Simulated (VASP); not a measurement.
Set up this calculation in VASP 6.6.1, as the native input.

- Task: single point
- Functional: PBE
- Potentials or basis: VASP PAW PBE potentials, release 64 (W_sv, N)
- Cutoff: 520 eV
- k mesh: 8 × 8 × 8, shifted
- Occupations: gaussian, width 0.1 eV
- Spin: no spin polarisation
- Dipole correction: no
- Further INCAR settings: ALGO = Normal; EDIFF = 1e-07; NBANDS = 40

The structure of W3N4 lies in POSCAR:

```
W3N4
1.0
    4.1220000000      0.0000000000      0.0000000000
    0.0000000000      4.1220000000      0.0000000000
    0.0000000000      0.0000000000      4.1220000000
W N
3 4
Direct
    0.5000000000      0.5000000000      0.0000000000
    0.0000000000      0.5000000000      0.5000000000
    0.5000000000      0.0000000000      0.5000000000
    0.5000000000      0.5000000000      0.5000000000
    0.5000000000      0.0000000000      0.0000000000
    0.0000000000      0.5000000000      0.0000000000
    0.0000000000      0.0000000000      0.5000000000
```

One way to write it, as run:

INCAR

```
PREC = Accurate ; ENCUT = 520
EDIFF = 1E-7 ; ISMEAR = 0
SIGMA = 0.1 ; LREAL = F
LASPH = T ; NELM = 80
ALGO = Normal ; ISIF = 2
LWAVE = F ; LCHARG = F
GGA = PE ; NBANDS = 40
```

KPOINTS

```
Automatic mesh
0
Gamma
  8 8 8
  0.5 0.5 0.5
```

Potentials or basis: VASP PAW PBE potentials, release 64 (W_sv, N).

Command:

```sh
$ cat potpaw_PBE.64/W_sv/POTCAR potpaw_PBE.64/N/POTCAR > POTCAR
$ mpirun -np 1 vasp_std > vasp.out
```

It gave:

```
Pressure               : 28.8 GPa
Band gap on the k mesh : zero (band 31 reaches 12.90 eV, above the bottom of band 32 at 10.39 eV)
```

Caveat: spin-orbit coupling is left out, which moves the levels of the heavy elements.

It took 71 s on 1 thread of Intel Xeon 8259CL, on a shared host, peak memory 0.2 GiB.
